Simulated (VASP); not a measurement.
# TaN in VASP: notebook, part 4 of 4

VASP 6.6.1.

### Step 6. Electric field gradients, PBE (equal xx and yy strain of -2 %)

Input file INCAR:

```
SYSTEM = TaN
ALGO = Normal ; EDIFF = 1E-8
ENCUT = 520 ; GGA = PE
ISIF = 2 ; ISMEAR = -1
LASPH = .TRUE. ; LCHARG = .FALSE.
LEFG = .TRUE. ; LREAL = .FALSE.
LWAVE = .FALSE. ; NBANDS = 15
NELM = 100 ; PREC = Accurate
SIGMA = 0.02
```

Input file KPOINTS:

```
k-points
0
G
  9 9 9
  0 0 0
```

Input file POSCAR:

```
TaN
1.0
    0.0000000000      2.1354200000      2.1790000000
    2.1354200000      0.0000000000      2.1790000000
    2.1354200000      2.1354200000      0.0000000000
Ta N
1 1
Direct
    0.5000000000      0.5000000000      0.5000000000
    0.0000000000      0.0000000000      0.0000000000
```

Potentials or basis: VASP PAW PBE potentials, release 64 (Ta_pv, N).

Run with:

```console
> cat potpaw_PBE.64/Ta_pv/POTCAR potpaw_PBE.64/N/POTCAR > POTCAR
> mpirun -np 1 vasp_std > vasp.out
```

OUTCAR:

```text
SYSTEM = TaN
   EDIFF = 1E-8
   ENCUT = 520
   GGA = PE
   ISIF = 2
   ISMEAR = -1
   LASPH = .TRUE.
   LREAL = .FALSE.
   NELM = 100
   PREC = Accurate

 ion  position               nearest neighbor table
   1  0.500  0.500  0.500-   2 2.14   2 2.14   2 2.14   2 2.14   2 2.18   2 2.18
   2  0.000  0.000  0.000-   1 2.14   1 2.14   1 2.14   1 2.14   1 2.18   1 2.18

  LATTYP: Found a body centered tetragonal cell.
 ALAT       =     3.0199399254
 C/A-ratio  =     1.4430750636

  Lattice vectors:

 A1 = (  -2.1354200000,   0.0000000000,   2.1790000000)
 A2 = (   2.1354200000,   0.0000000000,   2.1790000000)
 A3 = (   0.0000000000,   2.1354200000,  -2.1790000000)

Analysis of symmetry for initial positions (statically):
=====================================================================
 Subroutine PRICEL returns:
 Original cell was already a primitive cell.

 Routine SETGRP: Setting up the symmetry group for a
 body centered tetragonal supercell.

 Subroutine GETGRP returns: Found 16 space group operations
 (whereof 16 operations were pure point group operations)
 out of a pool of 16 trial point group operations.

The static configuration has the point symmetry D_4h.

Analysis of symmetry for dynamics (positions and initial velocities):
=====================================================================
 Subroutine PRICEL returns:
 Original cell was already a primitive cell.

 Routine SETGRP: Setting up the symmetry group for a
 body centered tetragonal supercell.

 Subroutine GETGRP returns: Found 16 space group operations
 (whereof 16 operations were pure point group operations)
 out of a pool of 16 trial point group operations.

The dynamic configuration has the point symmetry D_4h.

 Subroutine INISYM returns: Found 16 space group operations
 (whereof 16 operations are pure point group operations),
 and found     1 'primitive' translations

----------------------------------------------------------------------------------------

                                     Primitive cell

  volume of cell :      19.8726

  direct lattice vectors                    reciprocal lattice vectors
     0.000000000  2.135420000  2.179000000    -0.234145976  0.234145976  0.229463056
     2.135420000  0.000000000  2.179000000     0.234145976 -0.234145976  0.229463056
     2.135420000  2.135420000  0.000000000     0.234145976  0.234145976 -0.229463056

  length of vectors
     3.050911270  3.050911270  3.019939925     0.402867187  0.402867187  0.402867187

  position of ions in fractional coordinates (direct lattice)
     0.500000000  0.500000000  0.500000000
     0.000000000  0.000000000  0.000000000

  ion indices of the primitive-cell ions
   primitive index   ion index
                 1           1
                 2           2

----------------------------------------------------------------------------------------

 KPOINTS: k-points

Automatic generation of k-mesh.
 Grid dimensions read from file:
[... 77 lines left out ...]
   NUPDOWN=      -1.0000    fix difference up-down
   EMIN   =  10.00;   EMAX   =-10.00  energy-range for DOS
   EFERMI =   0.00;   METHOD = LEGACY
   ISMEAR =    -1;   SIGMA  =   0.02  broadening in eV -4-tet -1-fermi 0-gaus
   EFERMI_NEDOS =   21; number of points for ismear=-14 and -15
   IALGO  =     38    algorithm
   IMIX   =      4    mixing-type and parameters
     AMIX     =   0.40;   BMIX     =  1.00
     AMIX_MAG =   1.60;   BMIX_MAG =  1.00
  volume/ion in A,a.u.               =       9.94        67.05
  Fermi-wavevector in a.u.,A,eV,Ry     =   1.522989  2.878033 31.558668  2.319497
  Thomas-Fermi vector in A             =   2.631494
   LORBIT       =      0    0 simple, 1 ext, 2 COOP (PROOUT), +10 PAW based schemes
   GGA     = PE    functional components
   LHFCALC =     F    Hartree Fock is set to
   AEXX    =    0.0000 exact exchange contribution
   IVDW    =     0    specifies the selected vdW correction
   LEPSILON=     F    determine dielectric tensor
   LRPA    =     F    only Hartree local field effects (RPA)
 non-spin polarized calculation
  energy-cutoff  :      520.00
  volume of cell :       19.87
 maximum number of plane-waves:       547
   NGX = 11   NGY = 11   NGZ = 11

 number of electron      15.9999997 magnetization

 Free energy of the ion-electron system (eV)
  ---------------------------------------------------
  ext. energy  EPLUGINS =         0.00000000
  ---------------------------------------------------
  free energy    TOTEN  =       -21.64743627 eV

  energy without entropy =      -21.64575446  energy(sigma->0) =      -21.64659536

 E-fermi :  10.2166     XC(G=0): -13.8167

 val. band max:       10.2081222045   @ k =  -0.4444   0.2222   0.1111
 cond. band min:      10.2446183481   @ k =   0.2222   0.0000   0.1111
 fundamental gap:      0.0364961437
 Fermi energy:        10.2166196365

 k-point     1 :       0.0000    0.0000    0.0000
  band No.  band energies     occupation
      1     -25.3201      2.00000
      2     -25.3080      2.00000
      3     -25.3080      2.00000
      4      -9.1025      2.00000
      5       6.2313      2.00000
      6       6.3400      2.00000
      7       6.3400      2.00000
      8       7.8563      2.00000
      9       8.1203      2.00000
     10       8.1203      2.00000
     11      10.1815      1.70491
     12      10.5650      0.00000
     13      12.5392      0.00000
     14      19.7657      0.00000
[... 401 lines left out ...]
      2     -25.6369      2.00000
      3     -25.6369      2.00000
      4      -7.8074      2.00000
      5       3.1550      2.00000
      6       4.4811      2.00000
      7       5.5677      2.00000
      8       5.5677      2.00000
      9      12.5898      0.00000
     10      14.1935      0.00000
     11      14.1935      0.00000
     12      15.4587      0.00000
     13      18.1620      0.00000
     14      20.0774      0.00000
     15      22.8634      0.00000

 [... further k-points ...]
[... 5 lines left out ...]
  --------------------------------------------------------------------------------------
  -------------------------------------------------------------------------------------
  Total        4.8958929      4.8958929      2.6266645      0.0000000      0.0000000      0.0000000
  in kB      394.7195632    394.7195632    211.7684973      0.0000000      0.0000000      0.0000000
  external PRESSURE =     333.7358746 kB  Pullay stress =       0.0000000 kB

 VOLUME and BASIS-vectors are now :
 -----------------------------------------------------------------------------
  energy-cutoff  :      520.00
  volume of cell :       19.87
      direct lattice vectors                 reciprocal lattice vectors
     0.000000000  2.135420000  2.179000000    -0.234145976  0.234145976  0.229463056
     2.135420000  0.000000000  2.179000000     0.234145976 -0.234145976  0.229463056
     2.135420000  2.135420000  0.000000000     0.234145976  0.234145976 -0.229463056

 POSITION                                       TOTAL-FORCE (eV/Angst)
 -----------------------------------------------------------------------------------
      2.13542      2.13542      2.17900        -0.000000      0.000000      0.000000
      0.00000      0.00000      0.00000         0.000000      0.000000      0.000000
 -----------------------------------------------------------------------------------
    total drift:                                0.000000     -0.000000     -0.000000

  FREE ENERGIE OF THE ION-ELECTRON SYSTEM (eV)
  ---------------------------------------------------
  free  energy   TOTEN  =       -21.6474362661 eV

  energy  without entropy=      -21.6457544574  energy(sigma->0) =      -21.64659536

 Electric field gradients (V/A^2)
---------------------------------------------------------------------
 ion       V_xx      V_yy      V_zz      V_xy      V_xz      V_yz
---------------------------------------------------------------------
   1     -48.266   -48.266    96.533     0.001     0.000     0.000
   2      -3.454    -3.454     6.907    -0.001    -0.000    -0.000
---------------------------------------------------------------------

 Electric field gradients after diagonalization (V/A^2)
 (convention: |V_zz| > |V_xx| > |V_yy|)
----------------------------------------------------------------------
 ion       V_xx      V_yy      V_zz     asymmetry (V_yy - V_xx)/ V_zz
----------------------------------------------------------------------
   1     -48.267   -48.266    96.533       0.000
   2      -3.454    -3.453     6.907       0.000
----------------------------------------------------------------------

           NMR quadrupolar parameters

 Cq : quadrupolar parameter    Cq=e*Q*V_zz/h
 eta: asymmetry parameters     (V_yy - V_xx)/ V_zz
 Q  : nuclear electric quadrupole moment in mb (millibarn)
----------------------------------------------------------------------
 ion       Cq(MHz)       eta       Q (mb)
----------------------------------------------------------------------
   1       0.233       0.000       1.000
   2       0.017       0.000       1.000
----------------------------------------------------------------------
```

OSZICAR:

```text
N       E                     dE             d eps       ncg     rms          rms(c)
DAV:   1     0.879025079617E+02    0.87903E+02   -0.88434E+03  2250   0.114E+03
DAV:   2    -0.220907680544E+02   -0.10999E+03   -0.10417E+03  2831   0.304E+02
DAV:   3    -0.246709756943E+02   -0.25802E+01   -0.25685E+01  2425   0.437E+01
DAV:   4    -0.246803823089E+02   -0.94066E-02   -0.94032E-02  3014   0.281E+00
DAV:   5    -0.246804413405E+02   -0.59032E-04   -0.59032E-04  2460   0.195E-01    0.279E+01
DAV:   6    -0.217159841950E+02    0.29645E+01   -0.53315E+00  2730   0.268E+01    0.118E+01
DAV:   7    -0.216785407596E+02    0.37443E-01   -0.52466E-01  2677   0.590E+00    0.799E+00
DAV:   8    -0.216546123797E+02    0.23928E-01   -0.12353E-01  2537   0.291E+00    0.197E+00
DAV:   9    -0.216475222958E+02    0.70901E-02   -0.17725E-02  2474   0.110E+00    0.312E-01
DAV:  10    -0.216474882718E+02    0.34024E-04   -0.11456E-03  2614   0.383E-01    0.782E-02
DAV:  11    -0.216474385797E+02    0.49692E-04   -0.11102E-04  2460   0.117E-01    0.349E-02
DAV:  12    -0.216474367477E+02    0.18320E-05   -0.10586E-05  2579   0.315E-02    0.324E-03
DAV:  13    -0.216474362549E+02    0.49281E-06   -0.47521E-07  2537   0.549E-03    0.436E-03
DAV:  14    -0.216474362837E+02   -0.28827E-07   -0.57037E-08  2614   0.205E-03    0.589E-04
DAV:  15    -0.216474362690E+02    0.14704E-07   -0.17941E-09  1209   0.479E-04    0.163E-04
DAV:  16    -0.216474362661E+02    0.29190E-08   -0.20507E-10  1153   0.178E-04
   1 F= -.21647436E+02 E0= -.21646595E+02  d E =-.168181E-02
```

Run time: 12 s. Hardware: 1 thread of Intel Xeon Platinum 8488C (Sapphire Rapids), shared host; peak memory 0.15 GiB.

Results:

```
Free energy            : -21.6474 eV
Pressure               : 33.4 GPa
Band gap on the k mesh : zero (band 8 reaches 12.04 eV, above the bottom of band 9 at 8.12 eV)
```

Levels at points of the mesh, in eV from the Fermi level:
```
           k point  band 5  band 6  band 7  band 8  band 9  band 10  band 11  band 12
(0.00, 0.00, 0.00)   -3.99   -3.88   -3.88   -2.36   -2.10    -2.10    -0.04     0.35
```

Electric field gradients, principal values (V/Å²):
| atom | least | middle | greatest (by size) |
| --- | --- | --- | --- |
| 1 Ta | -48.266 | -48.267 | 96.533 |
| 2 N | -3.453 | -3.454 | 6.907 |

Caveat: the cell differs from its parent crystal (equal xx and yy strain of -2 %); without QUAD_EFG the Cq values of the log hold for a quadrupole moment of 1 mb, not for the nuclei; spin-orbit coupling is left out, which moves the levels of the heavy elements.

### Step 7. The runs side by side

| cell | gap on the mesh (eV) | pressure (GPa) |
| --- | --- | --- |
| a = 3.092 Å, angles 60.0°, 2 atoms | none | 11.6 |
| a = 3.071 Å, angles 60.0°, 2 atoms | none | 19.5 |
| a = 3.105 Å, angles 59.0°, 2 atoms | none | 15.6 |
| a = 3.051, b = 3.051, c = 3.020 Å, angles 60.3, 60.3, 59.3°, 2 atoms | none | 33.4 |

Alike in all rows: task electric field gradients; level PBE; potentials or basis VASP PAW PBE potentials, release 64 (Ta_pv, N); no spin polarisation; k mesh 9 × 9 × 9; cutoff (eV) 520; smearing fermi-dirac 0.02 eV.

Caveats: spin-orbit coupling is left out, which moves the levels of the heavy elements.

Total energies depend on the potentials used, so only differences within one code and one set of settings carry meaning.
